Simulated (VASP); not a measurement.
# Ti (P6_3/mmc) in VASP: single point with r2SCAN

Aim: the single point of Ti with r2SCAN.

Program: VASP 6.6.1. These are calculated values, not measurements. Logs are shortened: lines on timing, memory, paths and dates and some standing lists are left out, and cuts for length are marked.

## 1. The cell of the first run

The structure is hexagonal, space group P6_3/mmc (No. 194). The conventional cell has a = 2.900 Å, b = 2.900 Å, c = 4.590 Å, α = 90.00°, β = 90.00°, γ = 120.00°. Within 3.7 Å of Ti (site symmetry -6m2) lie 12 Ti at 2.84 to 2.90 Å.

## 2. Single point, r2SCAN

File POSCAR:

```
Ti
1.0
    2.9002683792      0.0000000000      0.0000000000
   -1.4501341896      2.5117060942      0.0000000000
    0.0000000000      0.0000000000      4.5903350168
Ti
2
Direct
    0.3333333333      0.6666666667      0.2500000000
    0.6666666667      0.3333333333      0.7500000000
```

File INCAR.step1:

```
SYSTEM = Ti
ALGO     = Normal         ! electronic algorithm
EDIFF    = 1E-4           ! SCF threshold, eV
ENCUT    = 520            ! plane-wave cutoff, eV
GGA      = PE             ! functional
ISMEAR   = 0              ! smearing method
LASPH    = .TRUE.         ! aspherical terms in the spheres
LCHARG   = .FALSE.        ! write CHGCAR
LREAL    = .FALSE.        ! projectors in reciprocal space
LWAVE    = .TRUE.         ! write WAVECAR
NBANDS   = 19             ! bands
NELM     = 60             ! most SCF steps
PREC     = Accurate       ! precision mode
SIGMA    = 0.1            ! smearing width, eV
```

File INCAR.step2:

```
SYSTEM = Ti
ALGO     = Normal         ! electronic algorithm
EDIFF    = 1E-6           ! SCF threshold, eV
ENCUT    = 520            ! plane-wave cutoff, eV
ISIF     = 2              ! what is computed and relaxed
ISMEAR   = 0              ! smearing method
ISTART   = 1            
LASPH    = .TRUE.         ! aspherical terms in the spheres
LCHARG   = .TRUE.         ! write CHGCAR
LELF     = .TRUE.         ! ELF
LMIXTAU  = .TRUE.       
LREAL    = .FALSE.        ! projectors in reciprocal space
LVHAR    = .TRUE.       
LWAVE    = .FALSE.        ! write WAVECAR
METAGGA  = R2SCAN         ! meta-GGA
NBANDS   = 19             ! bands
NELM     = 60             ! most SCF steps
PREC     = Accurate       ! precision mode
SIGMA    = 0.1            ! smearing width, eV
```

File KPOINTS:

```
k-points
0
G
  18 18 10
  0 0 0
```

Potentials or basis: VASP PAW PBE potentials, release 64 (Ti_sv).

Launch:

```
cat potpaw_PBE.64/Ti_sv/POTCAR > POTCAR
cp INCAR.step1 INCAR
mpirun -np 1 vasp_std > vasp.out
cp INCAR.step2 INCAR
mpirun -np 1 vasp_std > vasp.out
```

OUTCAR:

```text
SYSTEM = Ti
   EDIFF = 1E-6
   ENCUT = 520
   ISIF = 2
   ISMEAR = 0
   ISTART = 1
   LASPH = .TRUE.
   LREAL = .FALSE.
   METAGGA = R2SCAN
   NELM = 60
   PREC = Accurate

 ion  position               nearest neighbor table
   1  0.333  0.667  0.250-   2 2.84   2 2.84   2 2.84   2 2.84   2 2.84   2 2.84
   2  0.667  0.333  0.750-   1 2.84   1 2.84   1 2.84   1 2.84   1 2.84   1 2.84

  LATTYP: Found a hexagonal cell.
 ALAT       =     2.9002683792
 C/A-ratio  =     1.5827276709

  Lattice vectors:

 A1 = (   2.9002683792,   0.0000000000,   0.0000000000)
 A2 = (  -1.4501341896,   2.5117060942,   0.0000000000)
 A3 = (   0.0000000000,   0.0000000000,   4.5903350168)

Analysis of symmetry for initial positions (statically):
=====================================================================
 Subroutine PRICEL returns:
 Original cell was already a primitive cell.

 Routine SETGRP: Setting up the symmetry group for a
 hexagonal supercell.

 Subroutine GETGRP returns: Found 24 space group operations
 (whereof 12 operations were pure point group operations)
 out of a pool of 24 trial point group operations.

The static configuration has the point symmetry D_3d.
 The point group associated with its full space group is D_6h.

Analysis of symmetry for dynamics (positions and initial velocities):
=====================================================================
 Subroutine PRICEL returns:
 Original cell was already a primitive cell.

 Routine SETGRP: Setting up the symmetry group for a
 hexagonal supercell.

 Subroutine GETGRP returns: Found 24 space group operations
 (whereof 12 operations were pure point group operations)
 out of a pool of 24 trial point group operations.

The dynamic configuration has the point symmetry D_3d.
 The point group associated with its full space group is D_6h.

 Subroutine INISYM returns: Found 24 space group operations
 (whereof 12 operations are pure point group operations),
 and found     1 'primitive' translations

----------------------------------------------------------------------------------------

                                     Primitive cell

  volume of cell :      33.4389

  direct lattice vectors                    reciprocal lattice vectors
     2.900268379  0.000000000  0.000000000     0.344795677  0.199067877  0.000000000
    -1.450134190  2.511706094  0.000000000     0.000000000  0.398135754  0.000000000
[... 78 lines left out ...]
   ICHARG =      0    charge: 1-file 2-atom 10-const
   ISPIN  =      1    spin polarized calculation?
   LNONCOLLINEAR =      F non collinear calculations
   LSORBIT =      F    spin-orbit coupling
   LASPH  =      T    aspherical Exc in radial PAW
   ENCUT  =  520.0 eV  38.22 Ry    6.18 a.u.   5.39  5.39  8.53*2*pi/ulx,y,z
   NELM   =     60;   NELMIN=  2; NELMDL=  0     # of ELM steps
   EDIFF  = 0.1E-05   stopping-criterion for ELM
   LREAL  =      F    real-space projection
   EDIFFG = 0.1E-04   stopping-criterion for IOM
   NSW    =      0    number of steps for IOM
   IBRION =     -1    ionic relax: 0-MD 1-quasi-New 2-CG
   NFREE  =      0    steps in history (QN), initial steepest desc. (CG)
   ISIF   =      2    stress and relaxation
   ISYM   =      2    0-nonsym 1-usesym 2-fastsym
   POTIM  = 0.5000    time-step for ionic-motion
   TEBEG  =    0.0;   TEEND  =   0.0 temperature during run
   PSTRESS=    0.0 pullay stress
   NELECT =      24.0000    total number of electrons
   NUPDOWN=      -1.0000    fix difference up-down
   EMIN   =  10.00;   EMAX   =-10.00  energy-range for DOS
   EFERMI =   0.00;   METHOD = LEGACY
   ISMEAR =     0;   SIGMA  =   0.10  broadening in eV -4-tet -1-fermi 0-gaus
   EFERMI_NEDOS =   21; number of points for ismear=-14 and -15
   IALGO  =     38    algorithm
   IMIX   =      4    mixing-type and parameters
     AMIX     =   0.40;   BMIX     =  1.00
     AMIX_MAG =   1.60;   BMIX_MAG =  1.00
  volume/ion in A,a.u.               =      16.72       112.83
  Fermi-wavevector in a.u.,A,eV,Ry     =   1.465755  2.769876 29.231278  2.148438
  Thomas-Fermi vector in A             =   2.581574
   LORBIT       =      0    0 simple, 1 ext, 2 COOP (PROOUT), +10 PAW based schemes
   METAGGA = R2SCAN    functional components
   LHFCALC =     F    Hartree Fock is set to
   AEXX    =    0.0000 exact exchange contribution
   IVDW    =     0    specifies the selected vdW correction
   LEPSILON=     F    determine dielectric tensor
   LRPA    =     F    only Hartree local field effects (RPA)
 non-spin polarized calculation
 Gauss-broadening in eV      SIGMA  =   0.10
  energy-cutoff  :      520.00
  volume of cell :       33.44
 maximum number of plane-waves:       929
 NGX is ok and might be reduce to    24
   NGX = 11   NGY = 11   NGZ = 17

 number of electron      23.9999999 magnetization

 Free energy of the ion-electron system (eV)
  ---------------------------------------------------
  ext. energy  EPLUGINS =         0.00000000
  ---------------------------------------------------
  free energy    TOTEN  =       -25.88671364 eV

  energy without entropy =      -25.87884558  energy(sigma->0) =      -25.88277961

 E-fermi :   8.8222     XC(G=0): -12.5927

 val. band max:        8.8198486449   @ k =   0.3333   0.2222   0.3000
 cond. band min:       8.8249147689   @ k =   0.3333   0.1667   0.4000
 fundamental gap:      0.0050661240
 Fermi energy:         8.8222107265

 k-point     1 :       0.0000    0.0000    0.0000
  band No.  band energies     occupation
      1     -50.3553      2.00000
      2     -50.1877      2.00000
      3     -25.9666      2.00000
      4     -25.2146      2.00000
      5     -25.2146      2.00000
      6     -25.1332      2.00000
[... 505 lines left out ...]
      6     -25.4101      2.00000
[... 11 lines left out ...]
     18      12.7201      0.00000
     19      13.4349      0.00000

 [... further k-points ...]
[... 5 lines left out ...]
  --------------------------------------------------------------------------------------
  -------------------------------------------------------------------------------------
  Total        0.9945536      0.9945536      0.9235529      0.0000000     -0.0000000      0.0000000
  in kB       47.6526876     47.6526876     44.2507817      0.0000000     -0.0000000      0.0000000
  external PRESSURE =      46.5187190 kB  Pullay stress =       0.0000000 kB

 VOLUME and BASIS-vectors are now :
 -----------------------------------------------------------------------------
  energy-cutoff  :      520.00
  volume of cell :       33.44
      direct lattice vectors                 reciprocal lattice vectors
     2.900268379  0.000000000  0.000000000     0.344795677  0.199067877  0.000000000
    -1.450134190  2.511706094  0.000000000     0.000000000  0.398135754  0.000000000
     0.000000000  0.000000000  4.590335017     0.000000000  0.000000000  0.217849023

 POSITION                                       TOTAL-FORCE (eV/Angst)
 -----------------------------------------------------------------------------------
     -0.00000      1.67447      1.14758         0.000000      0.000000      0.000000
      1.45013      0.83724      3.44275        -0.000000     -0.000000      0.000000
 -----------------------------------------------------------------------------------
    total drift:                               -0.000000      0.000000     -0.000000

  FREE ENERGIE OF THE ION-ELECTRON SYSTEM (eV)
  ---------------------------------------------------
  free  energy   TOTEN  =       -25.8867136423 eV

  energy  without entropy=      -25.8788455758  energy(sigma->0) =      -25.88277961
```

OUTCAR.step1:

```text
SYSTEM = Ti
   EDIFF = 1E-4
   ENCUT = 520
   GGA = PE
   ISMEAR = 0
   LASPH = .TRUE.
   LREAL = .FALSE.
[... 752 lines left out ...]
     -0.00000      1.67447      1.14758         0.000000      0.000000      0.000000
      1.45013      0.83724      3.44275        -0.000000      0.000000      0.000000
 -----------------------------------------------------------------------------------
    total drift:                               -0.000000      0.000000     -0.000000

  FREE ENERGIE OF THE ION-ELECTRON SYSTEM (eV)
  ---------------------------------------------------
  free  energy   TOTEN  =       -15.6601026996 eV

  energy  without entropy=      -15.6510705950  energy(sigma->0) =      -15.65558665
```

OSZICAR.step1:

```text
N       E                     dE             d eps       ncg     rms          rms(c)
DAV:   1     0.264396858127E+03    0.26440E+03   -0.13066E+04  8452   0.159E+03
DAV:   2     0.127682793126E+02   -0.25163E+03   -0.24745E+03  8685   0.443E+02
DAV:   3    -0.163248233384E+02   -0.29093E+02   -0.28773E+02 15605   0.124E+02
DAV:   4    -0.175587707432E+02   -0.12339E+01   -0.12312E+01  9814   0.262E+01
DAV:   5    -0.176137674057E+02   -0.54997E-01   -0.54992E-01 12377   0.404E+00    0.123E+01
DAV:   6    -0.156513387199E+02    0.19624E+01   -0.69661E+00  9792   0.269E+01    0.319E+00
DAV:   7    -0.156374862223E+02    0.13852E-01   -0.71298E-01 12740   0.631E+00    0.210E+00
DAV:   8    -0.156679523426E+02   -0.30466E-01   -0.21190E-01  9126   0.526E+00    0.761E-01
DAV:   9    -0.156596056975E+02    0.83466E-02   -0.44987E-02  9432   0.223E+00    0.732E-02
DAV:  10    -0.156600834922E+02   -0.47779E-03   -0.36846E-03 11999   0.358E-01    0.758E-02
DAV:  11    -0.156601026996E+02   -0.19207E-04   -0.91151E-05  6032   0.742E-02
   1 F= -.15660103E+02 E0= -.15655587E+02  d E =-.903210E-02
```

It took 4 min on 1 thread of Intel Xeon 6975P-C (Granite Rapids), shared host; peak memory 0.24 GiB.

Results:

```
Free energy            : -25.8867 eV
Pressure               : 4.7 GPa
Band gap on the k mesh : zero (band 12 reaches 9.70 eV, above the bottom of band 13 at 8.43 eV)
```

Caveat: the PAW data sets were made with another functional, which shifts forces and pressure a little.
